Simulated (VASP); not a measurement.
CdSe (zincblende type): relaxation of cell and atoms with PBE

The system is CdSe (zincblende type).

```xyz
2
Lattice="0.0000 2.6938 2.6938 2.6938 0.0000 2.6938 2.6938 2.6938 0.0000" Properties=species:S:1:pos:R:3 pbc="T T T"
Cd    0.0000    0.0000    0.0000
Se    1.3469    1.3469    1.3469
```

| Property | Result |
| --- | --- |
| Program | VASP 6.6.1 |
| Task | relaxation of cell and atoms |
| Functional | PBE |
| Potentials or basis | VASP PAW PBE potentials, release 64 (Cd, Se) |
| Cutoff | 600 eV |
| k mesh | 12 × 12 × 12 |
| Occupations | fermi-dirac, width 0.05 eV |
| Spin | no spin polarisation |
| Target pressure | 50 GPa |
| Dipole correction | no |
| Further INCAR settings | ALGO = Normal; EDIFF = 1e-06; IBRION = 2; EDIFFG = -0.005; NSW = 32; ISIF = 3 |

```json
{
 "Relaxed volume": "19.67 Å³/atom",
 "Relaxed cell": "a = 3.817 Å, b = 3.817 Å, c = 3.817 Å, α = 60.00°, β = 60.00°, γ = 60.00°",
 "Space group after relaxing (to 0.1 Å)": "F-43m (No. 216)",
 "Energy change on relaxing (the run minimises the enthalpy)": "-37.8 meV/atom",
 "Ionic steps": "3",
 "Pressure after relaxing": "50.0 GPa",
 "Band gap on the k mesh": "1.27 eV"
}
```

The path:
```csv
step,energy change (eV),largest force (eV/Å),pressure (GPa),volume (Å³)
1,0.0000,0.0000,51.45,39.09
2,-0.3048,0.0000,45.52,40.10
3,-0.0755,0.0000,49.99,39.33
```

Final structure:
```yaml
crystal:
  lattice:
    - [0.00000, 2.69923, 2.69923]
    - [2.69923, 0.00000, 2.69923]
    - [2.69923, 2.69923, 0.00000]
  atoms:
    - { symbol: Cd, position: [0.00000, 0.00000, 0.00000] }
    - { symbol: Se, position: [0.25000, 0.25000, 0.25000] }
```

Levels at points of the mesh, in eV from the valence-band top:
| k point | band 6 | band 7 | band 8 | band 9 | band 10 | band 11 | band 12 | band 13 |
| --- | --- | --- | --- | --- | --- | --- | --- | --- |
| (0.00, 0.00, 0.00) | -9.11 | 0.00 | 0.00 | 0.00 | 1.27 | 5.63 | 5.63 | 5.63 |
| (0.50, 0.00, 0.00) | -8.45 | -7.11 | -1.44 | -1.44 | 2.65 | 6.23 | 6.23 | 7.92 |
| (0.50, 0.50, 0.00) | -8.35 | -6.03 | -3.48 | -3.48 | 2.23 | 3.58 | 11.22 | 12.38 |

Run time: 2.6 min on 1 thread of Intel Xeon 8259CL, on a shared host, peak memory 0.21 GiB.

Caveat: the cell is relaxed towards a set pressure, so the run minimises the enthalpy, not the energy.
